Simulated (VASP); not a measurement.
# CaTa2 (Fd-3m) in VASP: single point with PBE

Aim: the single point of CaTa2 with PBE.

Everything below comes from runs of VASP 6.6.1. Logs are shortened: lines on timing, memory, paths and dates and some standing lists are left out, and cuts for length are marked.

## (1) The cell of the first run

Symmetry: Fd-3m, No. 227, cubic system. The conventional cell has a = 8.201 Å, b = 8.201 Å, c = 8.201 Å, α = 90.00°, β = 90.00°, γ = 90.00°. Within 4.5 Å of Ca (site symmetry -43m) lie 12 Ta at 3.40 Å and 4 Ca at 3.55 Å. Within 3.8 Å of Ta (site symmetry -3m) lie 6 Ta at 2.90 Å and 6 Ca at 3.40 Å.

## (2) Single point, PBE

The input, INCAR:

```
SYSTEM = CaTa2
PREC = Accurate ; ENCUT = 520
EDIFF = 1E-6 ; ISMEAR = 0
SIGMA = 0.1 ; LREAL = .False.
LASPH = .True. ; NELM = 100
ALGO = Fast ; ISIF = 2
LWAVE = .False. ; LCHARG = .True.
GGA = PE ; LELF = .True.
LVHAR = .True. ; NBANDS = 41
```

The input, KPOINTS:

```
regular mesh
0
Gamma
  8 8 8
  0 0 0
```

The input, POSCAR:

```
CaTa2
1.0
    0.0000000000      4.1006412143      4.1006412143
    4.1006412143      0.0000000000      4.1006412143
    4.1006412143      4.1006412143      0.0000000000
Ca Ta
2 4
Direct
    0.5000000000      0.5000000000      0.5000000000
    0.7500000000      0.7500000000      0.7500000000
    0.1250000000      0.1250000000      0.1250000000
    0.6250000000      0.1250000000      0.1250000000
    0.1250000000      0.1250000000      0.6250000000
    0.1250000000      0.6250000000      0.1250000000
```

Potentials or basis: VASP PAW PBE potentials, release 64 (Ca_sv, Ta_pv).

The run is started by

```bash
cat potpaw_PBE.64/Ca_sv/POTCAR potpaw_PBE.64/Ta_pv/POTCAR > POTCAR
mpirun -np 1 vasp_std > vasp.out
```

OUTCAR:

```text
SYSTEM = CaTa2
   PREC = Accurate
   ENCUT = 520
   EDIFF = 1E-6
   ISMEAR = 0
   LREAL = .False.
   LASPH = .True.
   NELM = 100
   ISIF = 2
   GGA = PE

 ion  position               nearest neighbor table
   1  0.500  0.500  0.500-
   2  0.750  0.750  0.750-
   3  0.125  0.125  0.125-   4 2.90   5 2.90   6 2.90   5 2.90   6 2.90   4 2.90
   4  0.625  0.125  0.125-   3 2.90   5 2.90   6 2.90   3 2.90   5 2.90   6 2.90
   5  0.125  0.125  0.625-   3 2.90   3 2.90   4 2.90   6 2.90   6 2.90   4 2.90
   6  0.125  0.625  0.125-   3 2.90   5 2.90   3 2.90   4 2.90   5 2.90   4 2.90

  LATTYP: Found a face centered cubic cell.
 ALAT       =     8.2012824286

  Lattice vectors:

 A1 = (   0.0000000000,   4.1006412143,   4.1006412143)
 A2 = (   4.1006412143,   0.0000000000,   4.1006412143)
 A3 = (   4.1006412143,   4.1006412143,   0.0000000000)

Analysis of symmetry for initial positions (statically):
=====================================================================
 Subroutine PRICEL returns:
 Original cell was already a primitive cell.

 Routine SETGRP: Setting up the symmetry group for a
 face centered cubic supercell.

 Subroutine GETGRP returns: Found 48 space group operations
 (whereof 24 operations were pure point group operations)
 out of a pool of 48 trial point group operations.

The static configuration has the point symmetry T_d .
 The point group associated with its full space group is O_h .

Analysis of symmetry for dynamics (positions and initial velocities):
=====================================================================
 Subroutine PRICEL returns:
 Original cell was already a primitive cell.

 Routine SETGRP: Setting up the symmetry group for a
 face centered cubic supercell.

 Subroutine GETGRP returns: Found 48 space group operations
 (whereof 24 operations were pure point group operations)
 out of a pool of 48 trial point group operations.

The dynamic configuration has the point symmetry T_d .
 The point group associated with its full space group is O_h .

 Subroutine INISYM returns: Found 48 space group operations
 (whereof 24 operations are pure point group operations),
 and found     1 'primitive' translations

----------------------------------------------------------------------------------------

                                     Primitive cell

  volume of cell :     137.9067

[... 99 lines left out ...]
   NSW    =      0    number of steps for IOM
   IBRION =     -1    ionic relax: 0-MD 1-quasi-New 2-CG
   NFREE  =      0    steps in history (QN), initial steepest desc. (CG)
   ISIF   =      2    stress and relaxation
   ISYM   =      2    0-nonsym 1-usesym 2-fastsym
   POTIM  = 0.5000    time-step for ionic-motion
   TEBEG  =    0.0;   TEEND  =   0.0 temperature during run
   PSTRESS=    0.0 pullay stress
   NELECT =      64.0000    total number of electrons
   NUPDOWN=      -1.0000    fix difference up-down
   EMIN   =  10.00;   EMAX   =-10.00  energy-range for DOS
   EFERMI =   0.00;   METHOD = LEGACY
   ISMEAR =     0;   SIGMA  =   0.10  broadening in eV -4-tet -1-fermi 0-gaus
   EFERMI_NEDOS =   21; number of points for ismear=-14 and -15
   IALGO  =     68    algorithm
   IMIX   =      4    mixing-type and parameters
     AMIX     =   0.40;   BMIX     =  1.00
     AMIX_MAG =   1.60;   BMIX_MAG =  1.00
  volume/ion in A,a.u.               =      22.98       155.11
  Fermi-wavevector in a.u.,A,eV,Ry     =   1.267476  2.395182 21.857694  1.606495
  Thomas-Fermi vector in A             =   2.400622
   LORBIT       =      0    0 simple, 1 ext, 2 COOP (PROOUT), +10 PAW based schemes
   GGA     = PE    functional components
   LHFCALC =     F    Hartree Fock is set to
   AEXX    =    0.0000 exact exchange contribution
   IVDW    =     0    specifies the selected vdW correction
   LEPSILON=     F    determine dielectric tensor
   LRPA    =     F    only Hartree local field effects (RPA)
 non-spin polarized calculation
 RMM-DIIS sequential band-by-band and
 Gauss-broadening in eV      SIGMA  =   0.10
  energy-cutoff  :      520.00
  volume of cell :      137.91
 maximum number of plane-waves:      3733
 NGX is ok and might be reduce to    48
   NGX = 21   NGY = 21   NGZ = 21

 number of electron      63.9999994 magnetization

 Free energy of the ion-electron system (eV)
  ---------------------------------------------------
  ext. energy  EPLUGINS =         0.00000000
  ---------------------------------------------------
  free energy    TOTEN  =       -47.78023402 eV

  energy without entropy =      -47.74996512  energy(sigma->0) =      -47.76509957

 E-fermi :   4.0349     XC(G=0): -10.7952

 val. band max:        4.0195796661   @ k =   0.5000   0.2500   0.1250
 cond. band min:       4.0660752539   @ k =  -0.3750   0.3750   0.0000
 fundamental gap:      0.0464955878
 Fermi energy:         4.0349414411

 k-point     1 :       0.0000    0.0000    0.0000
  band No.  band energies     occupation
      1     -36.1120      2.00000
      2     -36.0774      2.00000
      3     -30.4531      2.00000
      4     -30.1063      2.00000
      5     -30.1063      2.00000
      6     -30.1063      2.00000
[... 1045 lines left out ...]
     40       6.3708      0.00000
     41       7.4320      0.00000

 [... further k-points ...]

------------------------ aborting loop because EDIFF is reached ----------------------------------------

  FORCE on cell =-STRESS in cart. coord.  units (eV):
  Direction    XX          YY          ZZ          XY          YZ          ZX
  --------------------------------------------------------------------------------------
  -------------------------------------------------------------------------------------
  Total        0.0452177      0.0452177      0.0452177      0.0000000      0.0000000     -0.0000000
  in kB        0.5253315      0.5253315      0.5253315      0.0000000      0.0000000     -0.0000000
  external PRESSURE =       0.5253315 kB  Pullay stress =       0.0000000 kB

 VOLUME and BASIS-vectors are now :
 -----------------------------------------------------------------------------
  energy-cutoff  :      520.00
  volume of cell :      137.91
      direct lattice vectors                 reciprocal lattice vectors
     0.000000000  4.100641214  4.100641214    -0.121932150  0.121932150  0.121932150
     4.100641214  0.000000000  4.100641214     0.121932150 -0.121932150  0.121932150
     4.100641214  4.100641214  0.000000000     0.121932150  0.121932150 -0.121932150

 POSITION                                       TOTAL-FORCE (eV/Angst)
 -----------------------------------------------------------------------------------
      4.10064      4.10064      4.10064         0.000000      0.000000      0.000000
      6.15096      6.15096      6.15096        -0.000000     -0.000000     -0.000000
      1.02516      1.02516      1.02516        -0.000000      0.000000     -0.000000
      1.02516      3.07548      3.07548        -0.000000     -0.000000     -0.000000
      3.07548      3.07548      1.02516        -0.000000     -0.000000     -0.000000
      3.07548      1.02516      3.07548        -0.000000     -0.000000     -0.000000
 -----------------------------------------------------------------------------------
    total drift:                                0.000000      0.000000      0.000000

  FREE ENERGIE OF THE ION-ELECTRON SYSTEM (eV)
  ---------------------------------------------------
  free  energy   TOTEN  =       -47.7802340207 eV

  energy  without entropy=      -47.7499651223  energy(sigma->0) =      -47.76509957
```

OSZICAR:

```text
N       E                     dE             d eps       ncg     rms          rms(c)
DAV:   1     0.656711338549E+03    0.65671E+03   -0.34365E+04  2378   0.156E+03
DAV:   2    -0.137534131674E+02   -0.67046E+03   -0.65532E+03  2489   0.476E+02
DAV:   3    -0.478295781681E+02   -0.34076E+02   -0.31597E+02  3801   0.888E+01
[... 11 lines left out ...]
RMM:  15    -0.477802263225E+02   -0.65284E-05   -0.61017E-05  3902   0.273E-02    0.475E-03
RMM:  16    -0.477802297848E+02   -0.34623E-05   -0.33561E-05  3485   0.208E-02    0.837E-04
RMM:  17    -0.477802319494E+02   -0.21646E-05   -0.18744E-05  2952   0.159E-02    0.106E-03
RMM:  18    -0.477802332079E+02   -0.12585E-05   -0.11454E-05  2598   0.126E-02    0.565E-04
RMM:  19    -0.477802340207E+02   -0.81281E-06   -0.76367E-06  2373   0.103E-02
   1 F= -.47780234E+02 E0= -.47765100E+02  d E =-.302689E-01
```

Wall time 8 min (1 thread of Intel Xeon Platinum 8259CL at 2.50GHz (Skylake/Cascade Lake), shared host); peak memory 0.39 GiB.

Results:

```yaml
Free_energy: -47.7802 eV
Pressure: 0.1 GPa
Band_gap_on_the_k_mesh: zero (bands 32 and 33 overlap by 1.25 eV)
```

Caveat: spin-orbit coupling is left out, which moves the levels of the heavy elements.

The gap in the log of VASP goes by the Fermi energy; the results here count the filled bands.